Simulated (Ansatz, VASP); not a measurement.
# Two plane-wave programs on Zn2PCl

```
Zn P Cl
1.0
     1.77630    1.02555    5.80722
    -1.77630    1.02555    5.80722
     0.00000   -2.05110    5.80722
Zn P Cl
2 1 1
Direct
  0.24500 0.24500 0.24500
  0.75500 0.75500 0.75500
  0.50000 0.50000 0.50000
  0.00000 0.00000 0.00000
```

Alike in both runs: task relaxation of cell and atoms; functional PBEsol; k mesh 6 × 6 × 6; occupations gaussian, width 0.1 eV; no spin polarisation.

|  | VASP | Ansatz |
| --- | --- | --- |
| version | VASP 6.6.1 | Ansatz 0.2.0 |
| potentials or method | VASP PAW PBE potentials, release 64 (Zn, P, Cl), cutoff 600 eV | scalar-relativistic, plane waves, PAW |
| valence electrons in the cell | 36 | 36 |

|  | VASP | Ansatz | Ansatz less VASP |
| --- | --- | --- | --- |
| gap on the k mesh at the Fermi level, each at its own relaxed structure (eV) | none | none | - |
| relaxed volume (Å³/atom) | 17.69 | 17.56 | -0.130 |
| relaxed length of the cell vector where the two differ most in proportion (Å) | 6.366 | 6.341 | -0.0251 |

VASP's potentials were made for PBE, not for PBEsol. A gap of «none» marks a metal or a gap that the smearing closes.
